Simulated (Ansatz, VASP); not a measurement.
# GaP: VASP beside Ansatz

The input INCAR:

```
SYSTEM = GaP
PREC = Accurate
ENCUT = 500
EDIFF = 1E-6
ISMEAR = 0
SIGMA = 0.05
LREAL = .False.
LASPH = .True.
NELM = 120
ALGO = Normal
ISIF = 2
LWAVE = .False.
LCHARG = .False.
GGA = PE
NBANDS = 26
GGA_COMPAT = .False.
```

KPOINTS

```
regular mesh
0
Gamma
  9 9 9
  0 0 0
```

File POSCAR:

```
GaP
1.0
    1.7967256430      1.0373400336      7.4006233201
   -1.7967256430      1.0373400336      7.4006233201
    0.0000000000     -2.0746800674      7.4006233201
Ga P
2 2
Direct
    0.4355841032      0.4355841032      0.4355841032
    0.5644158968      0.5644158968      0.5644158968
    0.0575077006      0.0575077006      0.0575077006
    0.9424922994      0.9424922994      0.9424922994
```

Input for Ansatz:

```yaml
crystal:
  lattice:
    - [1.796725643, 1.0373400336, 7.4006233201]
    - [-1.796725643, 1.0373400336, 7.4006233201]
    - [0.0, -2.0746800674, 7.4006233201]
  atoms:
    - { symbol: Ga, position: [0.4355841032, 0.4355841032, 0.4355841032] }
    - { symbol: Ga, position: [0.5644158968, 0.5644158968, 0.5644158968] }
    - { symbol: P, position: [0.0575077006, 0.0575077006, 0.0575077006] }
    - { symbol: P, position: [0.9424922994, 0.9424922994, 0.9424922994] }
basis:
  ecutwfc: 420
kpoints:
  mp_grid: { grid: [9, 9, 9] }
hamiltonian:
  xc: pbe
  pseudopotentials: { kind: paw, azcp: { folder: soft_1 } }
scf:
  occupations: { method: gaussian, width: 0.05 }
output:
  forces: true
  stress: true
  eigenvalues: true
  write_density: true
  write_potential: true
  elf: true
  volumetric_format: npy
```

Change from the starting cell: strain +e along x and -e along y +0.0000, strain +e along z and -e/2 along x and y +0.1500.

Alike in both runs: task single point; functional PBE; k mesh 9 × 9 × 9; occupations gaussian, width 0.05 eV; no spin polarisation.

|  | VASP | Ansatz |
| --- | --- | --- |
| version | VASP 6.6.1 | Ansatz 0.2.0 |
| potentials or method | VASP PAW PBE potentials, release 64 (Ga_d, P), cutoff 500 eV | scalar-relativistic, plane waves, PAW |
| valence electrons in the cell | 36 | 36 |

|  | VASP | Ansatz | Ansatz less VASP |
| --- | --- | --- | --- |
| gap on the k mesh at the Fermi level (eV) | none | none | - |
| pressure (GPa) | 4.6 | 4.7 | +0.09 |
| traceless stress, the component that is largest in VASP (GPa) | -18.19 | -18.23 | -0.041 |
| rms of the force components (eV/Å) | 0.487 | 0.490 | +0.0028 |

Atom by atom the forces differ by 0.004 eV/Å (rms over components). A gap of «none» marks a metal or a gap that the smearing closes.
